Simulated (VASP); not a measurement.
# GaS3 (Fm-3m) in VASP: a series of runs

The runs below take GaS3 through single point, relaxation of cell and atoms, with PBE.

Everything below comes from runs of VASP 6.6.1. Logs are shortened: lines on timing, memory, paths and dates and some standing lists are left out, and cuts for length are marked.

## (1) The cell of the first run

Symmetry: Fm-3m, No. 225, cubic system. The conventional cell has a = 6.425 Å, b = 6.425 Å, c = 6.425 Å, α = 90.00°, β = 90.00°, γ = 90.00°. Within 3.7 Å of Ga (site symmetry m-3m) lie 14 S at 2.78 to 3.21 Å. S (site symmetry m-3m) has 8 S at 2.78 Å and 6 Ga at 3.21 Å within 3.7 Å. Within 3.7 Å of S (site symmetry -43m) lie 4 Ga at 2.78 Å and 10 S at 2.78 to 3.21 Å.

## (2) Single point, PBE

Contents of INCAR:

```
PREC = Accurate ; ENCUT = 520
EDIFF = 1E-6 ; ISMEAR = 0
SIGMA = 0.1 ; LREAL = F
LASPH = T ; NELM = 100
ALGO = Normal ; ISIF = 2
LWAVE = F ; LCHARG = T
GGA = PE ; LELF = T
LVHAR = T ; NBANDS = 24
```

Contents of KPOINTS:

```
Automatic mesh
0
Gamma
  4 4 4
```

Contents of POSCAR:

```
GaS3
1.0
    0.0000000000      3.2126153568      3.2126153568
    3.2126153568      0.0000000000      3.2126153568
    3.2126153568      3.2126153568      0.0000000000
Ga S
1 3
Direct
    0.0000000000      0.0000000000      0.0000000000
    0.5000000000      0.5000000000      0.5000000000
    0.7500000000      0.7500000000      0.7500000000
    0.2500000000      0.2500000000      0.2500000000
```

Potentials or basis: VASP PAW PBE potentials, release 64 (Ga_d, S).

Run with:

```console
> cat potpaw_PBE.64/Ga_d/POTCAR potpaw_PBE.64/S/POTCAR > POTCAR
> mpirun -np 1 vasp_std > vasp.out
```

OUTCAR:

```text
PREC = Accurate
   ENCUT = 520
   EDIFF = 1E-6
   ISMEAR = 0
   LREAL = F
   LASPH = T
   NELM = 100
   ISIF = 2
   GGA = PE

 ion  position               nearest neighbor table
   1  0.000  0.000  0.000-   3 2.78   3 2.78   3 2.78   3 2.78   4 2.78   4 2.78   4 2.78   4 2.78

   2  0.500  0.500  0.500-   4 2.78   4 2.78   4 2.78   3 2.78   4 2.78   3 2.78   3 2.78   3 2.78

   3  0.750  0.750  0.750-   2 2.78   2 2.78   2 2.78   1 2.78   2 2.78   1 2.78   1 2.78   1 2.78

   4  0.250  0.250  0.250-   1 2.78   1 2.78   1 2.78   1 2.78   2 2.78   2 2.78   2 2.78   2 2.78

  LATTYP: Found a face centered cubic cell.
 ALAT       =     6.4252307136

  Lattice vectors:

 A1 = (   0.0000000000,   3.2126153568,   3.2126153568)
 A2 = (   3.2126153568,   0.0000000000,   3.2126153568)
 A3 = (   3.2126153568,   3.2126153568,   0.0000000000)

Analysis of symmetry for initial positions (statically):
=====================================================================
 Subroutine PRICEL returns:
 Original cell was already a primitive cell.

 Routine SETGRP: Setting up the symmetry group for a
 face centered cubic supercell.

 Subroutine GETGRP returns: Found 48 space group operations
 (whereof 48 operations were pure point group operations)
 out of a pool of 48 trial point group operations.

The static configuration has the point symmetry O_h .

Analysis of symmetry for dynamics (positions and initial velocities):
=====================================================================
 Subroutine PRICEL returns:
 Original cell was already a primitive cell.

 Routine SETGRP: Setting up the symmetry group for a
 face centered cubic supercell.

 Subroutine GETGRP returns: Found 48 space group operations
 (whereof 48 operations were pure point group operations)
 out of a pool of 48 trial point group operations.

The dynamic configuration has the point symmetry O_h .

 Subroutine INISYM returns: Found 48 space group operations
 (whereof 48 operations are pure point group operations),
 and found     1 'primitive' translations

----------------------------------------------------------------------------------------

                                     Primitive cell

  volume of cell :      66.3141

  direct lattice vectors                    reciprocal lattice vectors
     0.000000000  3.212615357  3.212615357    -0.155636435  0.155636435  0.155636435
     3.212615357  0.000000000  3.212615357     0.155636435 -0.155636435  0.155636435
     3.212615357  3.212615357  0.000000000     0.155636435  0.155636435 -0.155636435

  length of vectors
     4.543324208  4.543324208  4.543324208     0.269570212  0.269570212  0.269570212

  position of ions in fractional coordinates (direct lattice)
     0.000000000  0.000000000  0.000000000
     0.500000000  0.500000000  0.500000000
     0.750000000  0.750000000  0.750000000
     0.250000000  0.250000000  0.250000000

  ion indices of the primitive-cell ions
   primitive index   ion index
                 1           1
                 2           2
                 3           3
                 4           4

----------------------------------------------------------------------------------------

 KPOINTS: Automatic mesh

Automatic generation of k-mesh.
 Grid dimensions read from file:
 generate k-points for:    4    4    4

 Generating k-lattice:

  Cartesian coordinates                     Fractional coordinates (reciprocal lattice)
    -0.038909109  0.038909109  0.038909109     0.250000000  0.000000000  0.000000000
     0.038909109 -0.038909109  0.038909109     0.000000000  0.250000000  0.000000000
     0.038909109  0.038909109 -0.038909109     0.000000000  0.000000000  0.250000000

  Length of vectors
     0.067392553  0.067392553  0.067392553

  Shift w.r.t. Gamma in fractional coordinates (k-lattice)
     0.000000000  0.000000000  0.000000000

 Subroutine IBZKPT returns following result:
 ===========================================

 Found      8 irreducible k-points:

 Following reciprocal coordinates:
            Coordinates               Weight
  0.000000  0.000000  0.000000      1.000000
  0.250000  0.000000  0.000000      8.000000
  0.500000  0.000000  0.000000      4.000000
  0.250000  0.250000  0.000000      6.000000
  0.500000  0.250000  0.000000     24.000000
 -0.250000  0.250000  0.000000     12.000000
  0.500000  0.500000  0.000000      3.000000
 -0.250000  0.500000  0.250000      6.000000
   k-points           NKPTS =      8   k-points in BZ     NKDIM =      8   number of bands    NBANDS=     24
   number of dos      NEDOS =    301   number of ions     NIONS =      4
   total plane-waves  NPLWV =  46656
   dimension x,y,z NGX =    36 NGY =   36 NGZ =   36
   dimension x,y,z NGXF=    72 NGYF=   72 NGZF=   72
   ions per type =               1   3
   NGX,Y,Z   is equivalent  to a cutoff of  13.17, 13.17, 13.17 a.u.
   NGXF,Y,Z  is equivalent  to a cutoff of  26.35, 26.35, 26.35 a.u.
 SYSTEM =  unknown system
   PREC   = accura    normal or accurate (medium, high low for compatibility)
   ISTART =      0    job   : 0-new  1-cont  2-samecut
   ICHARG =      2    charge: 1-file 2-atom 10-const
   ISPIN  =      1    spin polarized calculation?
   LNONCOLLINEAR =      F non collinear calculations
   LSORBIT =      F    spin-orbit coupling
   LASPH  =      T    aspherical Exc in radial PAW
   ENCUT  =  520.0 eV  38.22 Ry    6.18 a.u.   8.45  8.45  8.45*2*pi/ulx,y,z
   NELM   =    100;   NELMIN=  2; NELMDL= -5     # of ELM steps
   EDIFF  = 0.1E-05   stopping-criterion for ELM
   LREAL  =      F    real-space projection
   EDIFFG = 0.1E-04   stopping-criterion for IOM
   NSW    =      0    number of steps for IOM
   IBRION =     -1    ionic relax: 0-MD 1-quasi-New 2-CG
   NFREE  =      0    steps in history (QN), initial steepest desc. (CG)
   ISIF   =      2    stress and relaxation
   ISYM   =      2    0-nonsym 1-usesym 2-fastsym
   POTIM  = 0.5000    time-step for ionic-motion
   TEBEG  =    0.0;   TEEND  =   0.0 temperature during run
   PSTRESS=    0.0 pullay stress
   NELECT =      31.0000    total number of electrons
   NUPDOWN=      -1.0000    fix difference up-down
   EMIN   =  10.00;   EMAX   =-10.00  energy-range for DOS
   EFERMI =   0.00;   METHOD = LEGACY
   ISMEAR =     0;   SIGMA  =   0.10  broadening in eV -4-tet -1-fermi 0-gaus
   EFERMI_NEDOS =   21; number of points for ismear=-14 and -15
   IALGO  =     38    algorithm
   IMIX   =      4    mixing-type and parameters
     AMIX     =   0.40;   BMIX     =  1.00
     AMIX_MAG =   1.60;   BMIX_MAG =  1.00
  volume/ion in A,a.u.               =      16.58       111.88
  Fermi-wavevector in a.u.,A,eV,Ry     =   1.270555  2.401000 21.964007  1.614309
  Thomas-Fermi vector in A             =   2.403536
   LORBIT       =      0    0 simple, 1 ext, 2 COOP (PROOUT), +10 PAW based schemes
   GGA     = PE    functional components
   LHFCALC =     F    Hartree Fock is set to
   AEXX    =    0.0000 exact exchange contribution
   IVDW    =     0    specifies the selected vdW correction
   LEPSILON=     F    determine dielectric tensor
   LRPA    =     F    only Hartree local field effects (RPA)
 non-spin polarized calculation
 Gauss-broadening in eV      SIGMA  =   0.10
  energy-cutoff  :      520.00
  volume of cell :       66.31
 maximum number of plane-waves:      1812
 NGX is ok and might be reduce to    36
   NGX = 17   NGY = 17   NGZ = 17

 number of electron      31.0000008 magnetization

 Free energy of the ion-electron system (eV)
  ---------------------------------------------------
  ext. energy  EPLUGINS =         0.00000000
  ---------------------------------------------------
  free energy    TOTEN  =       -12.85884026 eV

  energy without entropy =      -12.85367378  energy(sigma->0) =      -12.85625702

 E-fermi :   7.0040     XC(G=0): -11.1006

 val. band max:        6.8463932330   @ k =   0.5000   0.5000   0.0000
 cond. band min:       7.1259152227   @ k =   0.5000   0.2500   0.0000
 fundamental gap:      0.2795219897
 Fermi energy:         7.0039993036

 k-point     1 :       0.0000    0.0000    0.0000
  band No.  band energies     occupation
      1      -9.0172      2.00000
      2      -7.8157      2.00000
      3      -7.8157      2.00000
      4      -7.8157      2.00000
      5      -7.7839      2.00000
      6      -7.7839      2.00000
[... 16 lines left out ...]
     23      12.9331      0.00000
     24      19.6425      0.00000

 k-point     2 :       0.2500    0.0000    0.0000
  band No.  band energies     occupation
      1      -8.5117      2.00000
      2      -7.8398      2.00000
      3      -7.8111      2.00000
      4      -7.8111      2.00000
      5      -7.7848      2.00000
      6      -7.7848      2.00000
[... 16 lines left out ...]
     23      13.8307      0.00000
     24      18.9361      0.00000

 k-point     3 :       0.5000    0.0000    0.0000
  band No.  band energies     occupation
      1      -7.9225      2.00000
      2      -7.8084      2.00000
      3      -7.8084      2.00000
      4      -7.7837      2.00000
      5      -7.7837      2.00000
      6      -7.4605      2.00000
[... 16 lines left out ...]
     23      17.1031      0.00000
     24      17.1032      0.00000

 k-point     4 :       0.2500    0.2500    0.0000
  band No.  band energies     occupation
      1      -8.3429      2.00000
      2      -7.8634      2.00000
      3      -7.8059      2.00000
      4      -7.8059      2.00000
      5      -7.7821      2.00000
      6      -7.7812      2.00000
[... 16 lines left out ...]
     23      15.7676      0.00000
     24      18.2222      0.00000

 k-point     5 :       0.5000    0.2500    0.0000
  band No.  band energies     occupation
      1      -7.8946      2.00000
      2      -7.8557      2.00000
      3      -7.8183      2.00000
      4      -7.8011      2.00000
      5      -7.7818      2.00000
      6      -7.2136      2.00000
[... 16 lines left out ...]
     23      16.0024      0.00000
     24      17.1526      0.00000

 k-point     6 :      -0.2500    0.2500    0.0000
  band No.  band energies     occupation
      1      -7.9427      2.00000
      2      -7.8646      2.00000
      3      -7.8081      2.00000
      4      -7.8046      2.00000
      5      -7.7872      2.00000
      6      -7.5638      2.00000
[... 16 lines left out ...]
     23      16.9200      0.00000
     24      17.2337      0.00000

 k-point     7 :       0.5000    0.5000    0.0000
  band No.  band energies     occupation
      1      -7.9166      2.00000
      2      -7.8494      2.00000
      3      -7.7952      2.00000
      4      -7.7952      2.00000
      5      -7.7785      2.00000
      6      -6.6125      2.00000
[... 16 lines left out ...]
     23      14.7106      0.00000
     24      15.4900      0.00000

 k-point     8 :      -0.2500    0.5000    0.2500
  band No.  band energies     occupation
      1      -7.8721      2.00000
      2      -7.8721      2.00000
      3      -7.8315      2.00000
      4      -7.7952      2.00000
      5      -7.7836      2.00000
      6      -6.2985      2.00000
[... 16 lines left out ...]
     23      16.0459      0.00000
     24      16.9646      0.00000

------------------------ aborting loop because EDIFF is reached ----------------------------------------

  FORCE on cell =-STRESS in cart. coord.  units (eV):
  Direction    XX          YY          ZZ          XY          YZ          ZX
  --------------------------------------------------------------------------------------
  -------------------------------------------------------------------------------------
  Total       -0.0274729     -0.0274729     -0.0274729     -0.0000000     -0.0000000     -0.0000000
  in kB       -0.6637564     -0.6637564     -0.6637564     -0.0000000     -0.0000000     -0.0000000
  external PRESSURE =      -0.6637564 kB  Pullay stress =       0.0000000 kB

 VOLUME and BASIS-vectors are now :
 -----------------------------------------------------------------------------
  energy-cutoff  :      520.00
  volume of cell :       66.31
      direct lattice vectors                 reciprocal lattice vectors
     0.000000000  3.212615357  3.212615357    -0.155636435  0.155636435  0.155636435
     3.212615357  0.000000000  3.212615357     0.155636435 -0.155636435  0.155636435
     3.212615357  3.212615357  0.000000000     0.155636435  0.155636435 -0.155636435

 POSITION                                       TOTAL-FORCE (eV/Angst)
 -----------------------------------------------------------------------------------
      0.00000      0.00000      0.00000         0.000000     -0.000000      0.000000
      3.21262      3.21262      3.21262         0.000000     -0.000000      0.000000
      4.81892      4.81892      4.81892         0.000000      0.000000      0.000000
      1.60631      1.60631      1.60631        -0.000000     -0.000000     -0.000000
 -----------------------------------------------------------------------------------
    total drift:                               -0.000000      0.000000      0.000000

  FREE ENERGIE OF THE ION-ELECTRON SYSTEM (eV)
  ---------------------------------------------------
  free  energy   TOTEN  =       -12.8588402609 eV

  energy  without entropy=      -12.8536737813  energy(sigma->0) =      -12.85625702
```

It took 21 s on 1 thread of Intel Xeon Platinum 8259CL at 2.50GHz (Skylake/Cascade Lake), shared host; peak memory 0.2 GiB.

What came out:

```
Free energy : -12.8588 eV
Pressure    : -0.1 GPa
```

Levels at points of the mesh, in eV from the Fermi level:
| k point | band 11 | band 12 | band 13 | band 14 | band 15 | band 16 | band 17 | band 18 | band 19 | band 20 |
| --- | --- | --- | --- | --- | --- | --- | --- | --- | --- | --- |
| (0.00, 0.00, 0.00) | -3.96 | -3.93 | -3.93 | -3.93 | -2.24 | -1.49 | -1.49 | -1.49 | 4.50 | 4.50 |
| (0.50, 0.00, 0.00) | -5.04 | -3.86 | -3.86 | -2.00 | -0.96 | 0.34 | 0.34 | 1.70 | 3.78 | 3.78 |
| (0.50, 0.50, 0.00) | -6.71 | -1.68 | -0.83 | -0.83 | -0.16 | 0.35 | 0.35 | 0.53 | 5.25 | 6.17 |

Caveat: the k points lie up to 0.42 Å⁻¹ apart.

[end of part 1 of 2]
